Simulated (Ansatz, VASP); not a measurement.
**BAs in VASP and in Ansatz**

File INCAR:

```
SYSTEM = BAs
  PREC = Accurate
  ENCUT = 500
  EDIFF = 1E-6
  ISMEAR = 1
  SIGMA = 0.18
  LREAL = .False.
  LASPH = .True.
  NELM = 120
  ALGO = Normal
  ISIF = 2
  LWAVE = .False.
  LCHARG = .False.
  GGA = PE
  NBANDS = 11
  GGA_COMPAT = .False.
```

File KPOINTS:

```
Automatic mesh
0
Gamma
  6 6 6
  0 0 0
```

The input POSCAR:

```
BAs
1.0
    0.0000000000      2.3918698977      2.3918698977
    2.3918698977      0.0000000000      2.3918698977
    2.3918698977      2.3918698977      0.0000000000
B As
1 1
Direct
    0.0000000000      0.0000000000      0.0000000000
    0.2500000000      0.2500000000      0.2500000000
```

Input for Ansatz:

```yaml
crystal:
  lattice:
    - [0.0, 2.3918698977, 2.3918698977]
    - [2.3918698977, 0.0, 2.3918698977]
    - [2.3918698977, 2.3918698977, 0.0]
  atoms:
    - { symbol: B, position: [0.0, 0.0, 0.0] }
    - { symbol: As, position: [0.25, 0.25, 0.25] }
kpoints:
  mp_grid: { grid: [6, 6, 6] }
hamiltonian:
  xc: pbe
scf:
  occupations: { method: cold, width: 0.2 }
  n_extra_bands: 4
output:
  forces: true
  stress: true
  eigenvalues: true
```

Alike in both runs: task single point; functional PBE; k mesh 6 × 6 × 6; no spin polarisation.

|  | VASP | Ansatz |
| --- | --- | --- |
| version | VASP 6.6.1 | Ansatz 0.2.0 |
| potentials or method | VASP PAW PBE potentials, release 64 (B, As) | plane waves |
| plane-wave cutoff (eV) | 500 | 420 |
| occupations | methfessel-paxton of order 1, width 0.18 eV | cold, width 0.2 eV |
| valence electrons in the cell | 8 | 18 |

```csv
,VASP,Ansatz,Ansatz less VASP
gap on the k mesh at the Fermi level (eV),1.28,1.28,+0.008
pressure (GPa),2.9,2.2,-0.65
```

VASP's potentials hold 8 valence electrons a cell and Ansatz's 18, so a difference there can come from the potentials and not from the codes.
